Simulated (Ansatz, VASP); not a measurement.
# Si in VASP and in Ansatz

File INCAR:

```
  ALGO = Normal
  EDIFF = 1E-6
  ENCUT = 500
  GGA = PE
  GGA_COMPAT = False
  ISIF = 2
  ISMEAR = 0
  LASPH = True
  LCHARG = False
  LREAL = False
  LWAVE = False
  NBANDS = 11
  NELM = 120
  PREC = Accurate
  SIGMA = 0.02
```

The input KPOINTS:

```
k-points
0
Gamma
  4 4 4
```

POSCAR

```
Si
1.0
    0.0000000000      2.7135600000      2.7135600000
    2.7135600000      0.0000000000      2.7135600000
    2.7135600000      2.7135600000      0.0000000000
Si
2
Direct
    0.7500000000      0.7500000000      0.7500000000
    0.5000000000      0.5000000000      0.5000000000
```

Input for Ansatz:

```yaml
crystal:
  lattice:
    - [0.0, 2.71356, 2.71356]
    - [2.71356, 0.0, 2.71356]
    - [2.71356, 2.71356, 0.0]
  atoms:
    - { symbol: Si, position: [0.75, 0.75, 0.75] }
    - { symbol: Si, position: [0.5, 0.5, 0.5] }
basis:
  ecutwfc: 420
kpoints:
  mp_grid: { grid: [4, 4, 4] }
hamiltonian:
  xc: pbe
scf:
  occupations: { method: gaussian, width: 0.02 }
output:
  forces: true
  stress: true
  eigenvalues: true
```

Alike in both runs: task single point; functional PBE; k mesh 4 × 4 × 4; occupations gaussian, width 0.02 eV; no spin polarisation.

|  | VASP | Ansatz |
| --- | --- | --- |
| version | VASP 6.6.1 | Ansatz 0.2.0 |
| potentials or method | VASP PAW PBE potentials, release 64 (Si), cutoff 500 eV | scalar-relativistic, plane waves, PAW |
| valence electrons in the cell | 8 | 8 |

VASP gave:

```
gap on the k mesh at the Fermi level (eV) : 0.69
least direct gap on the mesh (eV)         : 2.55
pressure (GPa)                            : 2.8
```

Estimate Ansatz's values.

gap on the k mesh at the Fermi level (eV): 0.69; least direct gap on the mesh (eV): 2.54; pressure (GPa): 2.9.

With one functional, cell and mesh, what is left measures potentials, basis and numerics.

The k mesh is coarse, so the values compare programs but aren't converged.
